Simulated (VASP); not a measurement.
Wanted: the native input for a VASP 6.6.1 run.

* Task: single point
* Functional: RPBE
* Potentials or basis: VASP PAW PBE potentials, release 64 (Ba_sv, H)
* Cutoff: 520 eV
* k mesh: 5 × 5 × 5
* Occupations: fermi-dirac, width 0.05 eV
* Spin: no spin polarisation
* Dipole correction: no
* Further INCAR settings: ALGO = Normal; EDIFF = 1e-06; NBANDS = 15

The structure of BaH4 lies in POSCAR:

```
BaH4
1.0
    2.2908200000      1.3226000000      3.5362500000
   -2.2908200000      1.3226000000      3.5362500000
    0.0000000000     -2.6452100000      3.5362500000
Ba H
1 4
Direct
    0.0000000000      0.0000000000      0.0000000000
    0.7408700000      0.7408700000      0.7408700000
    0.2591300000      0.2591300000      0.2591300000
    0.4636900000      0.4636900000      0.4636900000
    0.5363100000      0.5363100000      0.5363100000
```

The input as run:

INCAR

```
SYSTEM = BaH4
PREC = Accurate
ENCUT = 520
EDIFF = 1E-6
ISMEAR = -1
SIGMA = 0.05
LREAL = .FALSE.
LASPH = .TRUE.
NELM = 80
ALGO = Normal
ISIF = 2
LWAVE = .FALSE.
LCHARG = .FALSE.
GGA = RP
NBANDS = 15
```

KPOINTS

```
regular mesh
0
G
  5 5 5
  0 0 0
```

Potentials or basis: VASP PAW PBE potentials, release 64 (Ba_sv, H).

The run is started by

```sh
$ cat potpaw_PBE.64/Ba_sv/POTCAR potpaw_PBE.64/H/POTCAR > POTCAR
$ mpirun -np 1 vasp_std > vasp.out
```

It gave:

The pressure is 1.9 GPa. The largest force is 0.301 eV/Å and the band gap on the k mesh is 2.74 eV, indirect (least direct gap 3.25 eV).

Caveat: the PAW data sets were made with another functional, which shifts forces and pressure a little; spin-orbit coupling is left out, which moves the levels of the heavy elements.

Run time: 27 s on 1 thread of Intel(R) Xeon(R) Platinum 8259CL CPU @ 2.50GHz (Skylake/Cascade Lake), on a shared host, peak memory 0.2 GiB.
